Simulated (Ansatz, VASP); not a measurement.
## Cu: VASP beside Ansatz

File INCAR:

```
SYSTEM = Cu
  PREC = Accurate
  ENCUT = 600
  EDIFF = 1E-6
  ISMEAR = -1
  SIGMA = 0.05
  LREAL = .False.
  LASPH = .True.
  NELM = 80
  ALGO = Fast
  ISIF = 3
  LWAVE = .False.
  LCHARG = .False.
  GGA = PS
  IVDW = 12
  IBRION = 2
  NSW = 60
  EDIFFG = -0.01
```

Contents of KPOINTS:

```
Automatic mesh
0
Gamma
  13 13 13
  0 0 0
```

Contents of POSCAR:

```
Cu
1.0
   -1.4427933200      1.4427933200      1.3760814500
    1.4427933200     -1.4427933200      1.3760814500
    1.4427933200      1.4427933200     -1.3760814500
Cu
1
Direct
    0.0000000000      0.0000000000      0.0000000000
```

File input.yaml:

```yaml
crystal:
  lattice:
    - [-1.44279332, 1.44279332, 1.37608145]
    - [1.44279332, -1.44279332, 1.37608145]
    - [1.44279332, 1.44279332, -1.37608145]
  atoms:
    - { symbol: Cu, position: [0.0, 0.0, 0.0] }
hamiltonian:
  xc: pbesol
  pseudopotentials: { kind: paw }
  dispersion: d3bj
kpoints:
  mp_grid: { grid: [13, 13, 13] }
scf:
  occupations: { method: fermi_dirac, width: 0.05 }
output:
  forces: true
  stress: true
  eigenvalues: true
relax:
  f_tol: 0.01
  max_steps: 40
  cell: { stress_tol: 0.05 }
```

Alike in both runs: task relaxation of cell and atoms; functional PBEsol; dispersion D3(BJ); k mesh 13 × 13 × 13; occupations fermi-dirac, width 0.05 eV; no spin polarisation.

|  | VASP | Ansatz |
| --- | --- | --- |
| version | VASP 6.6.1 | Ansatz 0.2.0 |
| potentials or method | VASP PAW PBE potentials, release 64 (Cu) | Ansatz PAW |
| plane-wave cutoff (eV) | 600 | 420 |
| valence electrons in the cell | 11 | 19 |

Ansatz gave:

* gap on the k mesh at the Fermi level, each at its own relaxed structure (eV): none
* relaxed volume (Å³/atom): 10.85
* relaxed length of the cell vector where the two differ most in proportion (Å): 2.416

Q: Which values does VASP return?

A: gap on the k mesh at the Fermi level, each at its own relaxed structure (eV): none; relaxed volume (Å³/atom): 10.90; relaxed length of the cell vector where the two differ most in proportion (Å): 2.420.

VASP's potentials were made for PBE, not for PBEsol. A gap of «none» marks a metal or a gap that the smearing closes. VASP's potentials hold 11 valence electrons a cell and Ansatz's 19, so a difference there can come from the potentials and not from the codes.

Noted on Ansatz's run: the plane-wave basis is chosen anew once the cell has moved, so the energies of steps on either side of that aren't comparable.
